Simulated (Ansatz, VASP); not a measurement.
## TiAl3: VASP beside Ansatz

```
Ti Al
1.0
     4.00773    0.00000    0.00000
     0.00000    4.00773    0.00000
     0.00000    0.00000    4.00773
Ti Al
1 3
Direct
  0.00000 0.00000 0.00000
  0.00000 0.50000 0.50000
  0.50000 0.00000 0.50000
  0.50000 0.50000 0.00000
```

Alike in both runs: task single point; functional r2SCAN; k mesh 7 × 7 × 7; occupations fermi-dirac, width 0.05 eV; no spin polarisation.

```csv
,VASP,Ansatz
version,VASP 6.6.1,Ansatz 0.2.0
potentials or method,"VASP PAW PBE potentials, release 64 (Ti_sv, Al)",Ansatz PAW
plane-wave cutoff (eV),520,500
valence electrons in the cell,21,21
```

VASP gave:

* gap on the k mesh at the Fermi level (eV): none
* pressure (GPa): -4.3

Question: Which values does Ansatz return?

Answer: gap on the k mesh at the Fermi level (eV): none; pressure (GPa): -4.2.

VASP's potentials were made for PBE, not for r2SCAN. A gap of «none» marks a metal or a gap that the smearing closes.
